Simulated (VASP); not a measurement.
Wanted: the native input for a VASP 6.6.1 run.

* Task: relaxation of cell and atoms
* Functional: PBE
* Potentials or basis: VASP PAW PBE potentials, release 64 (Hg)
* Cutoff: 600 eV
* k mesh: 18 × 18 × 18
* Occupations: gaussian, width 0.1 eV
* Spin: no spin polarisation
* Dipole correction: no
* Further INCAR settings: ALGO = Normal; EDIFF = 1e-07; IBRION = 2; EDIFFG = -0.01; NSW = 100; ISIF = 3

The structure of Hg lies in POSCAR:

```
Hg
1.0
    3.0284708110      0.0000000000      0.0000000000
    0.0000000000      3.0284708110      0.0000000000
    0.0000000000      0.0000000000      3.0284708110
Hg
1
Direct
    0.5000000000      0.5000000000      0.5000000000
```

The cell was built from a structure type or drawn by symmetry, and may not be a known phase.

The input as run:

INCAR

```
SYSTEM = Hg
PREC     = Accurate       ! precision mode
ENCUT    = 600            ! plane-wave cutoff, eV
EDIFF    = 1E-7           ! SCF threshold, eV
ISMEAR   = 0              ! smearing method
SIGMA    = 0.1            ! smearing width, eV
LREAL    = .FALSE.        ! projectors in reciprocal space
LASPH    = .TRUE.         ! aspherical terms in the spheres
NELM     = 100            ! most SCF steps
ALGO     = Normal         ! electronic algorithm
ISIF     = 3              ! what is computed and relaxed
LWAVE    = .FALSE.        ! write WAVECAR
LCHARG   = .FALSE.        ! write CHGCAR
GGA      = PE             ! functional
IBRION   = 2              ! ionic algorithm
NSW      = 100            ! ionic steps
EDIFFG   = -0.01          ! ionic threshold
```

KPOINTS

```
regular mesh
0
G
  18 18 18
  0 0 0
```

Potentials or basis: VASP PAW PBE potentials, release 64 (Hg).

Run with:

```console
$ cat potpaw_PBE.64/Hg/POTCAR > POTCAR
$ mpirun -np 1 vasp_std > vasp.out
```

Results of the run:

```json
{
  "Relaxed volume": "30.08 Å³/atom",
  "Relaxed cell": "a = 3.110 Å, b = 3.110 Å, c = 3.110 Å, α = 90.00°, β = 90.00°, γ = 90.00°",
  "Space group after relaxing (to 0.1 Å)": "Pm-3m (No. 221)",
  "Energy gained by relaxing": "10.5 meV/atom",
  "Ionic steps": "3",
  "Pressure after relaxing": "0.0 GPa",
  "Band gap on the k mesh": "zero (bands 6 and 7 overlap by 4.85 eV)"
}
```

Caveat: spin-orbit coupling is left out, which moves the levels of the heavy elements.

Run time: 29 s on 1 thread of Intel(R) Xeon(R) 6975P-C (Granite Rapids), with other jobs on the host, peak memory 0.2 GiB.
